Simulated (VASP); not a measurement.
# CuI (F-43m) in VASP: phonons with r2SCAN

Aim: the phonons of CuI with r2SCAN.

All numbers are computed with VASP 6.6.1; they aren't measurements. Logs are shortened: lines on timing, memory, paths and dates and some standing lists are left out, and cuts for length are marked.

**1. The cell of the first run**

The structure is cubic, space group F-43m (No. 216). The conventional cell has a = 6.127 Å, b = 6.127 Å, c = 6.127 Å, α = 90.00°, β = 90.00°, γ = 90.00°. Cu (site symmetry -43m) has 4 I at 2.65 Å within 3.5 Å. Within 3.5 Å of I (site symmetry -43m) lie 4 Cu at 2.65 Å.

**2. Phonons, r2SCAN**

Contents of INCAR:

```
PREC = Accurate
ENCUT = 520
EDIFF = 1E-8
ISMEAR = 0
SIGMA = 0.01
LREAL = F
LASPH = T
NELM = 80
ALGO = Normal
ISIF = 2
LWAVE = F
LCHARG = F
METAGGA = R2SCAN
LMIXTAU = T
NBANDS = 16
IBRION = 6
NFREE = 2
POTIM = 0.015
NSW = 1
```

Contents of KPOINTS:

```
Automatic mesh
0
Gamma
  6 6 6
```

Contents of POSCAR:

```
CuI
1.0
    3.0634069117      3.0634069117      0.0000000000
   -3.0634069117      3.0634069117      0.0000000000
    0.0000000000      3.0634069117      3.0634069117
Cu I
1 1
Direct
    0.7500000000      0.2500000000      0.5000000000
    0.0000000000      0.0000000000      0.0000000000
```

Potentials or basis: VASP PAW PBE potentials, release 64 (Cu, I).

The run is started by

```
cat potpaw_PBE.64/Cu/POTCAR potpaw_PBE.64/I/POTCAR > POTCAR
mpirun -np 1 vasp_std > vasp.out
```

OUTCAR:

```text
PREC = Accurate
   ENCUT = 520
   EDIFF = 1E-8
   ISMEAR = 0
   LREAL = F
   LASPH = T
   NELM = 80
   ISIF = 2
   METAGGA = R2SCAN
   IBRION = 6
   NFREE = 2
   POTIM = 0.015
   NSW = 1

 ion  position               nearest neighbor table
   1  0.750  0.250  0.500-   2 2.65   2 2.65   2 2.65   2 2.65
   2  0.000  0.000  0.000-   1 2.65   1 2.65   1 2.65   1 2.65

  LATTYP: Found a face centered cubic cell.
 ALAT       =     6.1268138234

  Lattice vectors:

 A1 = (   0.0000000000,   3.0634069117,   3.0634069117)
 A2 = (   3.0634069117,   0.0000000000,   3.0634069117)
 A3 = (   3.0634069117,   3.0634069117,   0.0000000000)

Analysis of symmetry for initial positions (statically):
=====================================================================
 Subroutine PRICEL returns:
 Original cell was already a primitive cell.

 Routine SETGRP: Setting up the symmetry group for a
 face centered cubic supercell.

 Subroutine GETGRP returns: Found 24 space group operations
 (whereof 24 operations were pure point group operations)
 out of a pool of 48 trial point group operations.

The static configuration has the point symmetry T_d .

Analysis of symmetry for dynamics (positions and initial velocities):
=====================================================================
 Subroutine PRICEL returns:
 Original cell was already a primitive cell.

 Routine SETGRP: Setting up the symmetry group for a
 face centered cubic supercell.

 Subroutine GETGRP returns: Found 24 space group operations
 (whereof 24 operations were pure point group operations)
 out of a pool of 48 trial point group operations.

The dynamic configuration has the point symmetry T_d .

 Subroutine INISYM returns: Found 24 space group operations
 (whereof 24 operations are pure point group operations),
 and found     1 'primitive' translations

----------------------------------------------------------------------------------------

                                     Primitive cell

  volume of cell :      57.4969

  direct lattice vectors                    reciprocal lattice vectors
     3.063406912  3.063406912  0.000000000     0.163216972  0.163216972 -0.163216972
    -3.063406912  3.063406912  0.000000000    -0.163216972  0.163216972 -0.163216972
     0.000000000  3.063406912  3.063406912     0.000000000  0.000000000  0.326433944

  length of vectors
     4.332311602  4.332311602  4.332311602     0.282700088  0.282700088  0.326433944

  position of ions in fractional coordinates (direct lattice)
     0.750000000  0.250000000  0.500000000
     0.000000000  0.000000000  0.000000000

  ion indices of the primitive-cell ions
   primitive index   ion index
                 1           1
                 2           2

----------------------------------------------------------------------------------------

 KPOINTS: Automatic mesh

Automatic generation of k-mesh.
 Grid dimensions read from file:
 generate k-points for:    6    6    6

 Generating k-lattice:

  Cartesian coordinates                     Fractional coordinates (reciprocal lattice)
     0.027202829  0.027202829 -0.027202829     0.166666667  0.000000000  0.000000000
    -0.027202829  0.027202829 -0.027202829     0.000000000  0.166666667  0.000000000
     0.000000000  0.000000000  0.054405657     0.000000000  0.000000000  0.166666667

  Length of vectors
     0.047116681  0.047116681  0.054405657

  Shift w.r.t. Gamma in fractional coordinates (k-lattice)
     0.000000000  0.000000000  0.000000000

 Subroutine IBZKPT returns following result:
 ===========================================

 Found     16 irreducible k-points:

 Following reciprocal coordinates:
            Coordinates               Weight
  0.000000  0.000000  0.000000      1.000000
  0.166667  0.000000  0.000000      8.000000
  0.333333  0.000000  0.000000      8.000000
  0.500000  0.000000  0.000000      4.000000
  0.166667  0.166667  0.000000     12.000000
  0.333333  0.166667  0.000000     24.000000
[... 8 lines left out ...]
  0.500000  0.333333  0.166667     24.000000
  0.500000  0.500000  0.166667     12.000000
   k-points           NKPTS =     16   k-points in BZ     NKDIM =     16   number of bands    NBANDS=     16
   number of dos      NEDOS =    301   number of ions     NIONS =      2
   total plane-waves  NPLWV =  32768
   dimension x,y,z NGX =    32 NGY =   32 NGZ =   32
   dimension x,y,z NGXF=    64 NGYF=   64 NGZF=   64
   ions per type =               1   1
   NGX,Y,Z   is equivalent  to a cutoff of  12.28, 12.28, 12.28 a.u.
   NGXF,Y,Z  is equivalent  to a cutoff of  24.56, 24.56, 24.56 a.u.
 SYSTEM =  unknown system
   PREC   = accura    normal or accurate (medium, high low for compatibility)
   ISTART =      0    job   : 0-new  1-cont  2-samecut
   ICHARG =      2    charge: 1-file 2-atom 10-const
   ISPIN  =      1    spin polarized calculation?
   LNONCOLLINEAR =      F non collinear calculations
   LSORBIT =      F    spin-orbit coupling
   LASPH  =      T    aspherical Exc in radial PAW
   ENCUT  =  520.0 eV  38.22 Ry    6.18 a.u.   8.06  8.06  8.06*2*pi/ulx,y,z
   NELM   =     80;   NELMIN=  2; NELMDL= -5     # of ELM steps
   EDIFF  = 0.1E-07   stopping-criterion for ELM
   LREAL  =      F    real-space projection
   EDIFFG = 0.1E-06   stopping-criterion for IOM
   NSW    =     61    number of steps for IOM
   IBRION =      6    ionic relax: 0-MD 1-quasi-New 2-CG
   NFREE  =      2    steps in history (QN), initial steepest desc. (CG)
   ISIF   =      2    stress and relaxation
   ISYM   =      2    0-nonsym 1-usesym 2-fastsym
   POTIM  = 0.0150    time-step for ionic-motion
   TEBEG  =    0.0;   TEEND  =   0.0 temperature during run
   PSTRESS=    0.0 pullay stress
   NELECT =      18.0000    total number of electrons
   NUPDOWN=      -1.0000    fix difference up-down
   EMIN   =  10.00;   EMAX   =-10.00  energy-range for DOS
   EFERMI =   0.00;   METHOD = LEGACY
   ISMEAR =     0;   SIGMA  =   0.01  broadening in eV -4-tet -1-fermi 0-gaus
   EFERMI_NEDOS =   21; number of points for ismear=-14 and -15
   IALGO  =     38    algorithm
   IMIX   =      4    mixing-type and parameters
     AMIX     =   0.40;   BMIX     =  1.00
     AMIX_MAG =   1.60;   BMIX_MAG =  1.00
  volume/ion in A,a.u.               =      28.75       194.00
  Fermi-wavevector in a.u.,A,eV,Ry     =   1.111606  2.100631 16.812290  1.235668
  Thomas-Fermi vector in A             =   2.248171
   LORBIT       =      0    0 simple, 1 ext, 2 COOP (PROOUT), +10 PAW based schemes
   METAGGA = R2SCAN    functional components
   LHFCALC =     F    Hartree Fock is set to
   AEXX    =    0.0000 exact exchange contribution
   IVDW    =     0    specifies the selected vdW correction
   LEPSILON=     F    determine dielectric tensor
   LRPA    =     F    only Hartree local field effects (RPA)
 finite differences with symmetry
 non-spin polarized calculation
 Gauss-broadening in eV      SIGMA  =   0.01
  energy-cutoff  :      520.00
  volume of cell :       57.50
 maximum number of plane-waves:      1572
   NGX = 17   NGY = 17   NGZ = 17

--------------------------------------- Ionic step        1  -------------------------------------------

 number of electron      17.9999999 magnetization

 Free energy of the ion-electron system (eV)
  ---------------------------------------------------
  ext. energy  EPLUGINS =         0.00000000
  ---------------------------------------------------
  free energy    TOTEN  =       -35.77556558 eV

  energy without entropy =      -35.77556558  energy(sigma->0) =      -35.77556558

------------------------ aborting loop because EDIFF is reached ----------------------------------------

  FORCE on cell =-STRESS in cart. coord.  units (eV):
  Direction    XX          YY          ZZ          XY          YZ          ZX
  --------------------------------------------------------------------------------------
  -------------------------------------------------------------------------------------
  Total       -0.7123753     -0.7123753     -0.7123753      0.0000000     -0.0000000      0.0000000
  in kB      -19.8506799    -19.8506799    -19.8506799      0.0000000     -0.0000000      0.0000000
  external PRESSURE =     -19.8506799 kB  Pullay stress =       0.0000000 kB
[... 129 lines left out ...]
  energy  without entropy=      -35.7753568718  energy(sigma->0) =      -35.77535687

--------------------------------------- Ionic step        5  -------------------------------------------

 number of electron      17.9999999 magnetization

 Free energy of the ion-electron system (eV)
  ---------------------------------------------------
  ext. energy  EPLUGINS =         0.00000000
  ---------------------------------------------------
  free energy    TOTEN  =       -35.77536316 eV

  energy without entropy =      -35.77536316  energy(sigma->0) =      -35.77536316

 E-fermi :   4.0282     XC(G=0):  -9.2953

 val. band max:        3.9325615014   @ k =   0.0000   0.0000   0.0000
 cond. band min:       5.4516059218   @ k =   0.0000   0.0000   0.0000
 fundamental gap:      1.5190444204
 Fermi energy:         4.0281875762

 k-point     1 :       0.0000    0.0000    0.0000
  band No.  band energies     occupation
      1     -10.4324      2.00000
      2       0.2443      2.00000
      3       0.2649      2.00000
      4       0.2856      2.00000
      5       2.2188      2.00000
      6       2.2191      2.00000
[... 8 lines left out ...]
     15      13.8613      0.00000
     16      13.8620      0.00000
[... 420 lines left out ...]
  band No.  band energies     occupation
      1      -9.9063      2.00000
      2      -1.3170      2.00000
      3      -0.1333      2.00000
      4       0.2810      2.00000
      5       2.1972      2.00000
      6       2.2205      2.00000
[... 8 lines left out ...]
     15      14.2290      0.00000
     16      15.4567      0.00000

 [... further k-points ...]

------------------------ aborting loop because EDIFF is reached ----------------------------------------

  FORCE on cell =-STRESS in cart. coord.  units (eV):
  Direction    XX          YY          ZZ          XY          YZ          ZX
  --------------------------------------------------------------------------------------
  -------------------------------------------------------------------------------------
  Total       -0.7121229     -0.7114615     -0.7114615      0.0000000      0.0328463      0.0000000
  in kB      -19.8436454    -19.8252166    -19.8252166      0.0000000      0.9152777      0.0000000
  external PRESSURE =     -19.8313595 kB  Pullay stress =       0.0000000 kB
[... 17 lines left out ...]
  FREE ENERGIE OF THE ION-ELECTRON SYSTEM (eV)
  ---------------------------------------------------
  free  energy   TOTEN  =       -35.7753631634 eV

  energy  without entropy=      -35.7753631634  energy(sigma->0) =      -35.77536316

 INTERNAL STRAIN TENSORS FROM DISPLACED ATOMS
 ============================================

 INTERNAL STRAIN TENSOR FOR ION    1 for displacements in x,y,z  (eV/Angst):
          X           Y           Z          XY          YZ          ZX
  --------------------------------------------------------------------------------
  x    -0.00000    -0.00000    -0.00000    -0.00000     1.92814     0.00000
  y     0.00000     0.00000     0.00000     0.00000    -0.00000     1.92814
  z    -0.00000    -0.00000    -0.00000     1.92814     0.00000     0.00000

 INTERNAL STRAIN TENSOR FOR ION    2 for displacements in x,y,z  (eV/Angst):
          X           Y           Z          XY          YZ          ZX
  --------------------------------------------------------------------------------
  x    -0.00000    -0.00000    -0.00000     0.00000    -2.22690     0.00000
  y     0.00000     0.00000     0.00000     0.00000     0.00000    -2.22690
  z    -0.00000    -0.00000    -0.00000    -2.22690     0.00000     0.00000

 Eigenvectors and eigenvalues of the dynamical matrix
 ----------------------------------------------------

   1 f  =    3.271175 THz    20.553399 2PiTHz  109.114656 cm-1    13.528487 meV
             X         Y         Z           dx          dy          dz
      1.531703  4.595110  1.531703    -0.000000    0.000000   -0.812555
      0.000000  0.000000  0.000000    -0.000000   -0.000000    0.582884

   2 f  =    3.271175 THz    20.553399 2PiTHz  109.114656 cm-1    13.528487 meV
             X         Y         Z           dx          dy          dz
      1.531703  4.595110  1.531703     0.000000    0.812555    0.000000
      0.000000  0.000000  0.000000     0.000000   -0.582884    0.000000
[... 11 lines left out ...]
   5 f/i=    0.021083 THz     0.132466 2PiTHz    0.703242 cm-1     0.087191 meV
             X         Y         Z           dx          dy          dz
      1.531703  4.595110  1.531703     0.340370    0.216112    0.420949
      0.000000  0.000000  0.000000     0.474485    0.301265    0.586813

   6 f/i=    0.021083 THz     0.132466 2PiTHz    0.703242 cm-1     0.087191 meV
             X         Y         Z           dx          dy          dz
      1.531703  4.595110  1.531703    -0.377461    0.436710    0.081003
      0.000000  0.000000  0.000000    -0.526190    0.608785    0.112921

 ELASTIC MODULI CONTR FROM IONIC RELAXATION (kBar)
 Direction    XX          YY          ZZ          XY          YZ          ZX
 --------------------------------------------------------------------------------
 XX          -0.0000     -0.0000     -0.0000      0.0000      0.0000     -0.0000
 YY          -0.0000     -0.0000     -0.0000      0.0000      0.0000     -0.0000
 ZZ          -0.0000     -0.0000     -0.0000      0.0000      0.0000     -0.0000
 XY           0.0000      0.0000      0.0000    -64.6400      0.0000     -0.0000
 YZ           0.0000      0.0000      0.0000     -0.0000    -64.6400      0.0000
 ZX          -0.0000     -0.0000     -0.0000     -0.0000     -0.0000    -64.6400
 --------------------------------------------------------------------------------
```

Run time: 12 min. Hardware: 1 thread of Intel Xeon 8259CL, shared host; peak memory 0.25 GiB.

What came out:

```yaml
Highest_phonon_frequency_at_Γ_LO-TO_splitting_left_out: 109 cm⁻¹
```

Phonon frequencies in cm⁻¹ (negative: imaginary):
```csv
q point,frequencies
"(0.000, 0.000, 0.000)",-1 -1 -1 109 109 109
```

Caveat: the cell stands under pressure or tension, which shifts response properties; the PAW data sets were made with another functional, which shifts forces and pressure a little; spin-orbit coupling is left out, which moves the levels of the heavy elements.
